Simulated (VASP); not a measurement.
A run of VASP 6.6.1 is set up as follows.

Contents of POSCAR:

```
HfSiO4
1.0
   -3.2908245977      3.2908245977      2.9857640652
    3.2908245977     -3.2908245977      2.9857640652
    3.2908245977      3.2908245977     -2.9857640652
Hf Si O
2 2 8
Direct
    0.0000000000      0.0000000000      0.0000000000
    0.7500000000      0.2500000000      0.5000000000
    0.2500000000      0.7500000000      0.5000000000
    0.5000000000      0.5000000000      0.0000000000
    0.1352530675      0.3198799960      0.8153730715
    0.0698799960      0.7545069245      0.6846269285
    0.0698799960      0.3852530675      0.3153730715
    0.5045069245      0.3198799960      0.1846269285
    0.6801200040      0.4954930755      0.8153730715
    0.6147469325      0.9301200040      0.6846269285
    0.2454930755      0.9301200040      0.3153730715
    0.6801200040      0.8647469325      0.1846269285
```

Contents of INCAR.step1:

```
PREC = Accurate
ENCUT = 520
ISMEAR = 0
SIGMA = 0.01
LREAL = False
LASPH = True
NELM = 80
NBANDS = 50
GGA = PE
ALGO = Normal
EDIFF = 1E-4
LWAVE = True
LCHARG = False
```

INCAR.step2

```
PREC = Accurate
ENCUT = 520
EDIFF = 1E-7
ISMEAR = 0
SIGMA = 0.01
LREAL = False
LASPH = True
NELM = 80
ALGO = Normal
ISIF = 2
LWAVE = False
LCHARG = False
METAGGA = R2SCAN
LMIXTAU = True
NBANDS = 50
ISTART = 1
```

Contents of KPOINTS:

```
Automatic mesh
0
Gamma
  6 6 6
```

Potentials or basis: VASP PAW PBE potentials, release 64 (Hf_pv, Si, O).

Command:

```console
$ cat potpaw_PBE.64/Hf_pv/POTCAR potpaw_PBE.64/Si/POTCAR potpaw_PBE.64/O/POTCAR > POTCAR
$ cp INCAR.step1 INCAR
$ mpirun -np 1 vasp_std > vasp.out
$ cp INCAR.step2 INCAR
$ mpirun -np 1 vasp_std > vasp.out
```

Q: Estimate the band gap on the k mesh.

A: 5.96 eV (least direct gap 6.31 eV).

Q: Predict the largest force.

A: 0.218 eV/Å.

Q: What does it give for the pressure?

A: -1.8 GPa.

Forces in eV/Å, atoms in the order of the input:
```
Hf   0.000  0.000  0.000
Hf   0.000  0.000  0.000
Si   0.000  0.000  0.000
Si   0.000  0.000  0.000
O    0.000 -0.153 -0.154
O    0.153  0.000 -0.154
O   -0.153  0.000 -0.154
O    0.000  0.153 -0.154
O   -0.153  0.000  0.154
O    0.000  0.153  0.154
O    0.000 -0.153  0.154
O    0.153  0.000  0.154
```

Caveat: the PAW data sets were made with another functional, which shifts forces and pressure a little; spin-orbit coupling is left out, which moves the levels of the heavy elements. A k mesh can miss the band edges.
